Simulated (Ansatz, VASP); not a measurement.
**Hg in VASP and in Ansatz**

```
Hg
1.0
     3.59018    0.00000    0.00000
    -1.79509    3.10919    0.00000
     0.00000    0.00000    5.61631
Hg
2
Direct
  0.33333 0.66667 0.25000
  0.66667 0.33333 0.75000
```

Alike in both runs: functional PBE; k mesh 13 × 13 × 7; occupations fermi-dirac, width 0.03 eV; no spin polarisation.

Ansatz relaxed the structure, and its values are those at the end. VASP's run is a single point on that final structure, the one shown.

|  | VASP | Ansatz |
| --- | --- | --- |
| version | VASP 6.6.1 | Ansatz 0.2.0 |
| potentials or method | VASP PAW PBE potentials, release 64 (Hg) | PAW with Ansatz's default frozen-core files, scalar-relativistic |
| plane-wave cutoff (eV) | 520 | 420 |
| valence electrons in the cell | 24 | 40 |

```csv
,VASP,Ansatz,Ansatz less VASP
pressure (GPa),0.0,0.0,-0.04
```

VASP's potentials hold 24 valence electrons a cell and Ansatz's 40, so a difference there can come from the potentials and not from the codes.

Neither program's run includes spin-orbit coupling.
